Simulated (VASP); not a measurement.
Here is a VASP 6.6.1 calculation.

The input INCAR:

```
  PREC = Accurate
  ENCUT = 520
  EDIFF = 1E-7
  ISMEAR = 0
  SIGMA = 0.1
  LREAL = F
  LASPH = T
  NELM = 80
  ALGO = Normal
  ISIF = 2
  LWAVE = F
  LCHARG = F
  GGA = PE
  NBANDS = 35
```

KPOINTS

```
regular mesh
0
Gamma
  3 3 4
```

POSCAR

```
RbGe2Sb3
1.0
    7.1828026073      0.0000000000      0.0000000000
   -3.5914013037      6.2204895283      0.0000000000
    0.0000000000      0.0000000000      4.1544324092
Rb Ge Sb
1 2 3
Direct
    0.0000000000      0.0000000000      0.0000000000
    0.3333333333      0.6666666667      0.0000000000
    0.6666666667      0.3333333333      0.0000000000
    0.5000000000      0.0000000000      0.5000000000
    0.5000000000      0.5000000000      0.5000000000
    0.0000000000      0.5000000000      0.5000000000
```

Potentials or basis: VASP PAW PBE potentials, release 64 (Rb_sv, Ge_d, Sb).

Launch:

```bash
$ cat potpaw_PBE.64/Rb_sv/POTCAR potpaw_PBE.64/Ge_d/POTCAR potpaw_PBE.64/Sb/POTCAR > POTCAR
$ mpirun -np 1 vasp_std > vasp.out
```

**Question.** What does it give for the band gap on the k mesh?

**Answer.** Zero (bands 26 and 27 overlap by 0.59 eV).

**Question.** What does it give for the pressure?

**Answer.** 0.1 GPa.

Stress tensor (GPa, compression positive):
```
0.08 0.00 0.00
0.00 0.08 0.00
0.00 0.00 0.00
```

Caveat: the k points lie up to 0.38 Å⁻¹ apart, too coarse for converged energies and pressures of a metal; spin-orbit coupling is left out, which moves the levels of the heavy elements.
